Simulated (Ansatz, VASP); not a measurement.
## O in VASP and in Ansatz

Contents of INCAR:

```
SYSTEM = O
  ALGO = Normal
  EDIFF = 1E-8
  ENCUT = 520
  GGA = PE
  ISIF = 2
  ISMEAR = -1
  LASPH = .True.
  LCHARG = .False.
  LEFG = .True.
  LREAL = .False.
  LWAVE = .False.
  NBANDS = 13
  NELM = 100
  PREC = Accurate
  SIGMA = 0.03
```

Contents of KPOINTS:

```
k-points
0
Gamma
  9 9 9
  0 0 0
```

The input POSCAR:

```
O
1.0
    0.0000000000      2.1075500000      3.3448500000
    1.4783500000      0.0000000000      3.3448500000
    1.4783500000      2.1075500000      0.0000000000
O
2
Direct
    0.0871000000      0.0871000000      0.9129000000
    0.9129000000      0.9129000000      0.0871000000
```

Input for Ansatz:

```yaml
crystal:
  lattice:
    - [0.0, 2.10755, 3.34485]
    - [1.47835, 0.0, 3.34485]
    - [1.47835, 2.10755, 0.0]
  atoms:
    - { symbol: O, position: [0.0871, 0.0871, 0.9129] }
    - { symbol: O, position: [0.9129, 0.9129, 0.0871] }
kpoints:
  mp_grid: { grid: [9, 9, 9] }
scf:
  occupations: { method: fermi_dirac, width: 0.03 }
hamiltonian:
  xc: pbe
  pseudopotentials: { kind: paw }
output:
  forces: true
  stress: true
  eigenvalues: true
  efg: { contact_densities: true }
```

Alike in both runs: task electric field gradients; functional PBE; k mesh 9 × 9 × 9; occupations fermi-dirac, width 0.03 eV; no spin polarisation.

|  | VASP | Ansatz |
| --- | --- | --- |
| version | VASP 6.6.1 | Ansatz 0.2.0 |
| potentials or method | VASP PAW PBE potentials, release 64 (O) | PAW with Ansatz's default frozen-core files, scalar-relativistic |
| plane-wave cutoff (eV) | 520 | 420 |
| valence electrons in the cell | 12 | 12 |

Ansatz gave:

```
pressure (GPa)                                                : 12.9
traceless stress, the component that is largest in VASP (GPa) : 32.05
rms of the force components (eV/Å)                            : 2.189
size of Vzz on the site where it differs most (V/Å²)          : 112.7
```

Problem. Which values does VASP return?

Solution. Pressure (GPa): 18.2; traceless stress, the component that is largest in VASP (GPa): 43.55; rms of the force components (eV/Å): 3.323; size of Vzz on the site where it differs most (V/Å²): 113.5.

Atom by atom the forces differ by 1.134 eV/Å (rms over components).

Noted on VASP's run: the standard files for N, O and F lose accuracy on very short bonds; spin is off for a triplet molecule.
